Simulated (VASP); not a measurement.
# Gd (Im-3m) in VASP: further runs

The runs below take Gd through single point, with r2SCAN.

Program: VASP 6.6.1. These are calculated values, not measurements. Logs are shortened: lines on timing, memory, paths and dates and some standing lists are left out, and cuts for length are marked.

### 1 The cell of the first run

Symmetry: Im-3m, No. 229, cubic system. Conventional cell: a = 3.981 Å, b = 3.981 Å, c = 3.981 Å, α = 90.00°, β = 90.00°, γ = 90.00°. Gd (site symmetry m-3m) has 14 Gd at 3.45 to 3.98 Å within 4.5 Å.

This isn't the form of Gd at room conditions, which is hcp.

### 2 Single point, r2SCAN, collinear spin, ferromagnetic start

The input, POSCAR:

```
Gd
1.0
   -1.9906713343      1.9906713343      1.9906713343
    1.9906713343     -1.9906713343      1.9906713343
    1.9906713343      1.9906713343     -1.9906713343
Gd
1
Direct
    0.0000000000      0.0000000000      0.0000000000
```

The input, INCAR.step1:

```
ALGO = Normal
EDIFF = 1E-4
ENCUT = 520
GGA = PE
ISMEAR = 1
ISPIN = 2
LASPH = True
LCHARG = False
LMAXMIX = 6
LREAL = False
LWAVE = True
MAGMOM = 7
NBANDS = 19
NELM = 150
PREC = Accurate
SIGMA = 0.1
```

The input, INCAR.step2:

```
ALGO = Normal
EDIFF = 1E-7
ENCUT = 520
ISIF = 2
ISMEAR = 1
ISPIN = 2
ISTART = 1
LASPH = True
LCHARG = True
LELF = True
LMAXMIX = 6
LMIXTAU = True
LORBIT = 11
LREAL = False
LVHAR = True
LWAVE = False
MAGMOM = 7
METAGGA = R2SCAN
NBANDS = 19
NELM = 150
PREC = Accurate
SIGMA = 0.1
```

The input, KPOINTS:

```
k-points
0
Gamma
  8 8 8
```

Potentials or basis: VASP PAW PBE potentials, release 64 (Gd).

Launch:

```sh
$ cat potpaw_PBE.64/Gd/POTCAR > POTCAR
$ cp INCAR.step1 INCAR
$ mpirun -np 1 vasp_std > vasp.out
$ cp INCAR.step2 INCAR
$ mpirun -np 1 vasp_std > vasp.out
```

OUTCAR:

```text
EDIFF = 1E-7
   ENCUT = 520
   ISIF = 2
   ISMEAR = 1
   ISPIN = 2
   ISTART = 1
   LASPH = True
   LORBIT = 11
   LREAL = False
   METAGGA = R2SCAN
   NELM = 150
   PREC = Accurate

 ion  position               nearest neighbor table
   1  0.000  0.000  0.000-

  LATTYP: Found a body centered cubic cell.
 ALAT       =     3.9813426686

  Lattice vectors:

 A1 = (  -1.9906713343,   1.9906713343,   1.9906713343)
 A2 = (   1.9906713343,  -1.9906713343,   1.9906713343)
 A3 = (   1.9906713343,   1.9906713343,  -1.9906713343)

Analysis of symmetry for initial positions (statically):
=====================================================================
 Subroutine PRICEL returns:
 Original cell was already a primitive cell.

 Routine SETGRP: Setting up the symmetry group for a
 body centered cubic supercell.

 Subroutine GETGRP returns: Found 48 space group operations
 (whereof 48 operations were pure point group operations)
 out of a pool of 48 trial point group operations.

The static configuration has the point symmetry O_h .

Analysis of symmetry for dynamics (positions and initial velocities):
=====================================================================
 Subroutine PRICEL returns:
 Original cell was already a primitive cell.

 Routine SETGRP: Setting up the symmetry group for a
 body centered cubic supercell.

 Subroutine GETGRP returns: Found 48 space group operations
 (whereof 48 operations were pure point group operations)
 out of a pool of 48 trial point group operations.

The dynamic configuration has the point symmetry O_h .

Analysis of structural, dynamic, and magnetic symmetry:
=====================================================================
 Subroutine PRICEL returns:
 Original cell was already a primitive cell.

 Routine SETGRP: Setting up the symmetry group for a
 body centered cubic supercell.

 Subroutine GETGRP returns: Found 48 space group operations
 (whereof 48 operations were pure point group operations)
 out of a pool of 48 trial point group operations.

The overall configuration has the point symmetry O_h .

 Subroutine INISYM returns: Found 48 space group operations
 (whereof 48 operations are pure point group operations),
 and found     1 'primitive' translations

----------------------------------------------------------------------------------------

                                     Primitive cell

  volume of cell :      31.5543

  direct lattice vectors                    reciprocal lattice vectors
    -1.990671334  1.990671334  1.990671334     0.000000000  0.251171548  0.251171548
     1.990671334 -1.990671334  1.990671334     0.251171548  0.000000000  0.251171548
     1.990671334  1.990671334 -1.990671334     0.251171548  0.251171548  0.000000000

  length of vectors
     3.447943892  3.447943892  3.447943892     0.355210209  0.355210209  0.355210209

  position of ions in fractional coordinates (direct lattice)
     0.000000000  0.000000000  0.000000000

  ion indices of the primitive-cell ions
   primitive index   ion index
                 1           1

----------------------------------------------------------------------------------------

 KPOINTS: k-points

Automatic generation of k-mesh.
 Grid dimensions read from file:
 generate k-points for:    8    8    8

 Generating k-lattice:

  Cartesian coordinates                     Fractional coordinates (reciprocal lattice)
     0.000000000  0.031396443  0.031396443     0.125000000  0.000000000  0.000000000
     0.031396443  0.000000000  0.031396443     0.000000000  0.125000000  0.000000000
     0.031396443  0.031396443  0.000000000     0.000000000  0.000000000  0.125000000

  Length of vectors
     0.044401276  0.044401276  0.044401276

  Shift w.r.t. Gamma in fractional coordinates (k-lattice)
     0.000000000  0.000000000  0.000000000

 Subroutine IBZKPT returns following result:
 ===========================================

 Found     29 irreducible k-points:

 Following reciprocal coordinates:
            Coordinates               Weight
  0.000000  0.000000  0.000000      1.000000
  0.125000  0.000000  0.000000     12.000000
  0.250000  0.000000  0.000000     12.000000
  0.375000  0.000000  0.000000     12.000000
  0.500000  0.000000  0.000000      6.000000
  0.125000  0.125000  0.000000     24.000000
[... 16 lines left out ...]
 -0.250000  0.250000  0.250000      6.000000
 -0.375000  0.375000  0.250000     24.000000
 [... further k-points ...]
   k-points           NKPTS =     29   k-points in BZ     NKDIM =     29   number of bands    NBANDS=     19
   number of dos      NEDOS =    301   number of ions     NIONS =      1
   total plane-waves  NPLWV =  21952
   dimension x,y,z NGX =    28 NGY =   28 NGZ =   28
   dimension x,y,z NGXF=    56 NGYF=   56 NGZF=   56
   ions per type =               1
   NGX,Y,Z   is equivalent  to a cutoff of  13.50, 13.50, 13.50 a.u.
   NGXF,Y,Z  is equivalent  to a cutoff of  27.00, 27.00, 27.00 a.u.
 SYSTEM =  unknown system
   PREC   = accura    normal or accurate (medium, high low for compatibility)
   ISTART =      1    job   : 0-new  1-cont  2-samecut
   ICHARG =      0    charge: 1-file 2-atom 10-const
   ISPIN  =      2    spin polarized calculation?
   LNONCOLLINEAR =      F non collinear calculations
   LSORBIT =      F    spin-orbit coupling
   LASPH  =      T    aspherical Exc in radial PAW
   ENCUT  =  520.0 eV  38.22 Ry    6.18 a.u.   6.41  6.41  6.41*2*pi/ulx,y,z
   NELM   =    150;   NELMIN=  2; NELMDL=  0     # of ELM steps
   EDIFF  = 0.1E-06   stopping-criterion for ELM
   LREAL  =      F    real-space projection
   EDIFFG = 0.1E-05   stopping-criterion for IOM
   NSW    =      0    number of steps for IOM
   IBRION =     -1    ionic relax: 0-MD 1-quasi-New 2-CG
   NFREE  =      0    steps in history (QN), initial steepest desc. (CG)
   ISIF   =      2    stress and relaxation
   ISYM   =      2    0-nonsym 1-usesym 2-fastsym
   POTIM  = 0.5000    time-step for ionic-motion
   TEBEG  =    0.0;   TEEND  =   0.0 temperature during run
   PSTRESS=    0.0 pullay stress
   NELECT =      18.0000    total number of electrons
   NUPDOWN=      -1.0000    fix difference up-down
   EMIN   =  10.00;   EMAX   =-10.00  energy-range for DOS
   EFERMI =   0.00;   METHOD = LEGACY
   ISMEAR =     1;   SIGMA  =   0.10  broadening in eV -4-tet -1-fermi 0-gaus
   EFERMI_NEDOS =   21; number of points for ismear=-14 and -15
   IALGO  =     38    algorithm
   IMIX   =      4    mixing-type and parameters
     AMIX     =   0.40;   BMIX     =  1.00
     AMIX_MAG =   1.60;   BMIX_MAG =  1.00
  volume/ion in A,a.u.               =      31.55       212.94
  Fermi-wavevector in a.u.,A,eV,Ry     =   1.357728  2.565734 25.081324  1.843425
  Thomas-Fermi vector in A             =   2.484622
   LORBIT       =     11    0 simple, 1 ext, 2 COOP (PROOUT), +10 PAW based schemes
   METAGGA = R2SCAN    functional components
   LHFCALC =     F    Hartree Fock is set to
   AEXX    =    0.0000 exact exchange contribution
   IVDW    =     0    specifies the selected vdW correction
   LEPSILON=     F    determine dielectric tensor
   LRPA    =     F    only Hartree local field effects (RPA)
 spin polarized calculation
 Methfessel and Paxton  Order N= 1 SIGMA  =   0.10
  energy-cutoff  :      520.00
  volume of cell :       31.55
 maximum number of plane-waves:       887
 NGX is ok and might be reduce to    28
   NGX = 13   NGY = 13   NGZ = 13

 number of electron      17.9999994 magnetization       7.9372550

 Free energy of the ion-electron system (eV)
  ---------------------------------------------------
  ext. energy  EPLUGINS =         0.00000000
  ---------------------------------------------------
  free energy    TOTEN  =       -40.94174476 eV

  energy without entropy =      -40.94085505  energy(sigma->0) =      -40.94144819

 E-fermi :   3.1444     XC(G=0): -10.8863

 val. band max:        3.1192764520   @ k =  -0.3750   0.3750   0.1250
 cond. band min:       3.1726187013   @ k =  -0.3750   0.3750   0.2500
 fundamental gap:      0.0533422494
 Fermi energy:         3.1443895431

 spin component 1

 k-point     1 :       0.0000    0.0000    0.0000
  band No.  band energies     occupation
      1     -43.9220      1.00000
      2     -20.1998      1.00000
      3     -20.1998      1.00000
      4     -20.1998      1.00000
      5      -2.4778      1.00000
      6      -2.4778      1.00000
[... 11 lines left out ...]
     18      14.1109      0.00000
     19      14.1109      0.00000

 k-point     2 :       0.1250    0.0000    0.0000
  band No.  band energies     occupation
      1     -43.9094      1.00000
      2     -20.3292      1.00000
      3     -20.2387      1.00000
      4     -20.2007      1.00000
      5      -2.4720      1.00000
      6      -2.4663      1.00000
[... 476 lines left out ...]
 k-point    24 :      -0.3750    0.3750    0.2500
  band No.  band energies     occupation
      1     -43.8152      1.00000
      2     -20.8110      1.00000
      3     -20.5732      1.00000
      4     -20.5006      1.00000
      5      -2.4462      1.00000
      6      -2.4257      1.00000
[... 11 lines left out ...]
     18      13.7176      0.00000
     19      15.2961      0.00000

 [... further k-points ...]

 spin component 2

 k-point     1 :       0.0000    0.0000    0.0000
  band No.  band energies     occupation
      1     -39.9872      1.00000
      2     -17.3147      1.00000
      3     -17.3147      1.00000
      4     -17.3147      1.00000
      5      -0.9049      1.00000
      6       4.6033     -0.00000
[... 11 lines left out ...]
     18      15.6659      0.00000
     19      15.6659      0.00000

 k-point     2 :       0.1250    0.0000    0.0000
  band No.  band energies     occupation
      1     -39.9710      1.00000
      2     -17.4735      1.00000
      3     -17.3606      1.00000
      4     -17.3169      1.00000
      5      -0.4028      1.00000
      6       4.5242     -0.00000
[... 476 lines left out ...]
 k-point    24 :      -0.3750    0.3750    0.2500
  band No.  band energies     occupation
      1     -39.8511      1.00000
      2     -18.0506      1.00000
      3     -17.7546      1.00000
      4     -17.6737      1.00000
      5       2.7346      1.00000
      6       3.1726      0.27133
[... 11 lines left out ...]
     18      15.5480      0.00000
     19      17.3915      0.00000

 [... further k-points ...]

------------------------ aborting loop because EDIFF is reached ----------------------------------------

  FORCE on cell =-STRESS in cart. coord.  units (eV):
  Direction    XX          YY          ZZ          XY          YZ          ZX
  --------------------------------------------------------------------------------------
  -------------------------------------------------------------------------------------
  Total        0.4571405      0.4571405      0.4571405      0.0000000      0.0000000     -0.0000000
  in kB       23.2114139     23.2114139     23.2114139      0.0000000      0.0000000     -0.0000000
  external PRESSURE =      23.2114139 kB  Pullay stress =       0.0000000 kB

 VOLUME and BASIS-vectors are now :
 -----------------------------------------------------------------------------
  energy-cutoff  :      520.00
  volume of cell :       31.55
      direct lattice vectors                 reciprocal lattice vectors
    -1.990671334  1.990671334  1.990671334     0.000000000  0.251171548  0.251171548
     1.990671334 -1.990671334  1.990671334     0.251171548  0.000000000  0.251171548
     1.990671334  1.990671334 -1.990671334     0.251171548  0.251171548  0.000000000

 POSITION                                       TOTAL-FORCE (eV/Angst)
 -----------------------------------------------------------------------------------
      0.00000      0.00000      0.00000         0.000000      0.000000      0.000000
 -----------------------------------------------------------------------------------
    total drift:                                0.000000      0.000000      0.000000

  FREE ENERGIE OF THE ION-ELECTRON SYSTEM (eV)
  ---------------------------------------------------
  free  energy   TOTEN  =       -40.9417447560 eV

  energy  without entropy=      -40.9408550473  energy(sigma->0) =      -40.94144819

 total charge

# of ion       s       p       d       f       tot
--------------------------------------------------
    1        2.078   5.595   0.626   6.926  15.224

 magnetization (x)

# of ion       s       p       d       f       tot
--------------------------------------------------
    1        0.001  -0.094   0.299   6.896   7.101
```

Wall time 2.2 min (1 thread of AMD EPYC 9R45 (Zen 5), shared host); peak memory 0.18 GiB.

What came out:

- Free energy: -40.9417 eV
- Pressure: 2.3 GPa
- Net moment: 7.94 μB per cell
- Site moments: Gd +7.10 μB
- Valence electrons inside the program's atomic spheres: Gd 15.22

Caveat: the PAW data sets were made with another functional, which shifts forces and pressure a little; spin-orbit coupling is left out, which moves the levels of the heavy elements; semilocal functionals describe open f shells poorly, which spoils levels, moments and volumes.

### 3 Single point, r2SCAN, collinear spin, ferromagnetic start

This run uses another cell than the first one, of 32.38 Å³/atom.

The input, POSCAR:

```
Gd
1.0
   -2.0079823887      2.0079823887      2.0079823887
    2.0079823887     -2.0079823887      2.0079823887
    2.0079823887      2.0079823887     -2.0079823887
Gd
1
Direct
    0.0000000000      0.0000000000      0.0000000000
```

The input, INCAR.step1:

```
SYSTEM = Gd
PREC = Accurate ; ENCUT = 520
ISMEAR = 1 ; SIGMA = 0.1
LREAL = .FALSE. ; LASPH = .TRUE.
NELM = 150 ; ISPIN = 2
MAGMOM = 7 ; LMAXMIX = 6
NBANDS = 19 ; GGA = PE
ALGO = Normal ; EDIFF = 1E-4
LWAVE = .TRUE. ; LCHARG = .FALSE.
```

The input, INCAR.step2:

```
SYSTEM = Gd
PREC = Accurate ; ENCUT = 520
EDIFF = 1E-6 ; ISMEAR = 1
SIGMA = 0.1 ; LREAL = .FALSE.
LASPH = .TRUE. ; NELM = 150
ALGO = Normal ; ISIF = 2
LWAVE = .FALSE. ; LCHARG = .FALSE.
ISPIN = 2 ; MAGMOM = 7
LORBIT = 11 ; LMAXMIX = 6
METAGGA = R2SCAN ; LMIXTAU = .TRUE.
NBANDS = 19 ; ISTART = 1
```

The input, KPOINTS:

```
Automatic mesh
0
G
  8 8 8
  0 0 0
```

Potentials or basis: VASP PAW PBE potentials, release 64 (Gd).

Launch:

```sh
$ cat potpaw_PBE.64/Gd/POTCAR > POTCAR
$ cp INCAR.step1 INCAR
$ mpirun -np 1 vasp_std > vasp.out
$ cp INCAR.step2 INCAR
$ mpirun -np 1 vasp_std > vasp.out
```

Wall time 2.1 min (1 thread of AMD EPYC 9R45 (Zen 5), shared host); peak memory 0.18 GiB.

Results (log left out):

* Free energy: -40.9515 eV
* Pressure: 1.3 GPa
* Band gap on the k mesh: zero (filled and empty bands overlap)
* Net moment: 7.96 μB per cell
* Site moments: Gd +7.10 μB
* Valence electrons inside the program's atomic spheres: Gd 15.21

Levels at points of the mesh, in eV from the Fermi level:
Spin up:
| k point | band 9 | band 10 | band 11 | band 12 | band 13 | band 14 | band 15 | band 16 | band 17 | band 18 |
| --- | --- | --- | --- | --- | --- | --- | --- | --- | --- | --- |
| (0.00, 0.00, 0.00) | -5.54 | -5.54 | -5.54 | -5.51 | 1.42 | 1.42 | 1.42 | 3.71 | 3.71 | 10.84 |
| (0.50, 0.00, 0.00) | -5.56 | -5.55 | -5.53 | -2.71 | -0.35 | 0.88 | 3.65 | 4.43 | 6.42 | 8.64 |
| (0.50, 0.50, 0.50) | -5.54 | -5.54 | -5.54 | -2.24 | -2.24 | 5.72 | 5.72 | 5.72 | 6.20 | 6.20 |
Spin down:
```csv
k point,band 2,band 3,band 4,band 5,band 6,band 7,band 8,band 9
"(0.00, 0.00, 0.00)",-20.54,-20.54,-20.54,-4.02,1.42,1.42,1.42,1.77
"(0.50, 0.00, 0.00)",-21.46,-20.82,-20.55,-1.28,1.20,1.39,1.41,1.58
"(0.50, 0.50, 0.50)",-21.15,-21.15,-21.15,-1.08,-1.08,1.48,1.55,1.55
```

Caveat: the PAW data sets were made with another functional, which shifts forces and pressure a little; spin-orbit coupling is left out, which moves the levels of the heavy elements; semilocal functionals describe open f shells poorly, which spoils levels, moments and volumes.

### 4 Single point, r2SCAN, collinear spin, ferromagnetic start

This run uses another cell than the first one, of 33.22 Å³/atom.

The input, POSCAR:

```
Gd
1.0
   -2.0250000000      2.0250000000      2.0250000000
    2.0250000000     -2.0250000000      2.0250000000
    2.0250000000      2.0250000000     -2.0250000000
Gd
1
Direct
    0.0000000000      0.0000000000      0.0000000000
```

The input, INCAR.step1:

```
  PREC = Accurate
  ENCUT = 520
  ISMEAR = 1
  SIGMA = 0.1
  LREAL = False
  LASPH = True
  NELM = 150
  ISPIN = 2
  MAGMOM = 7
  LMAXMIX = 6
  NBANDS = 19
  GGA = PE
  ALGO = Normal
  EDIFF = 1E-4
  LWAVE = True
  LCHARG = False
```

The input, INCAR.step2:

```
  PREC = Accurate
  ENCUT = 520
  EDIFF = 1E-6
  ISMEAR = 1
  SIGMA = 0.1
  LREAL = False
  LASPH = True
  NELM = 150
  ALGO = Normal
  ISIF = 2
  LWAVE = False
  LCHARG = False
  ISPIN = 2
  MAGMOM = 7
  LORBIT = 11
  LMAXMIX = 6
  METAGGA = R2SCAN
  LMIXTAU = True
  NBANDS = 19
  ISTART = 1
```

The input, KPOINTS:

```
regular mesh
0
Gamma
  8 8 8
```

Launch:

```sh
$ cat potpaw_PBE.64/Gd/POTCAR > POTCAR
$ cp INCAR.step1 INCAR
$ mpirun -np 1 vasp_std > vasp.out
$ cp INCAR.step2 INCAR
$ mpirun -np 1 vasp_std > vasp.out
```

It took 1.8 min on 1 thread of AMD EPYC 9R45 (Zen 5), shared host; peak memory 0.18 GiB.

The run converged. Its results:

- Free energy: -40.9558 eV
- Pressure: 0.2 GPa
- Band gap on the k mesh: zero (filled and empty bands overlap)
- Net moment: 7.97 μB per cell
- Site moments: Gd +7.10 μB
- Valence electrons inside the program's atomic spheres: Gd 15.20

Levels at points of the mesh, in eV from the Fermi level:
Spin up:
```tsv
k point	band 9	band 10	band 11	band 12	band 13	band 14	band 15	band 16	band 17	band 18
(0.00, 0.00, 0.00)	-5.61	-5.61	-5.58	-5.54	1.39	1.39	1.39	3.63	3.63	10.72
(0.50, 0.00, 0.00)	-5.62	-5.62	-5.60	-2.66	-0.33	0.78	3.55	4.32	6.23	8.52
(0.50, 0.50, 0.50)	-5.60	-5.60	-5.60	-2.16	-2.16	5.56	5.56	5.56	6.00	6.00
```
Spin down:
```tsv
k point	band 3	band 4	band 5	band 6	band 7	band 8
(0.00, 0.00, 0.00)	-20.62	-20.62	-4.01	1.37	1.37	1.37
(0.50, 0.00, 0.00)	-20.88	-20.63	-1.25	1.21	1.34	1.36
(0.50, 0.50, 0.50)	-21.19	-21.19	-1.01	-1.01	1.43	1.50
```

Caveat: the PAW data sets were made with another functional, which shifts forces and pressure a little; spin-orbit coupling is left out, which moves the levels of the heavy elements; semilocal functionals describe open f shells poorly, which spoils levels, moments and volumes. The state reached can hang on the start; a lower one may exist.

(Part 1 of 2 ends here.)

The gap in the log of VASP goes by the Fermi energy; the results here count the filled bands.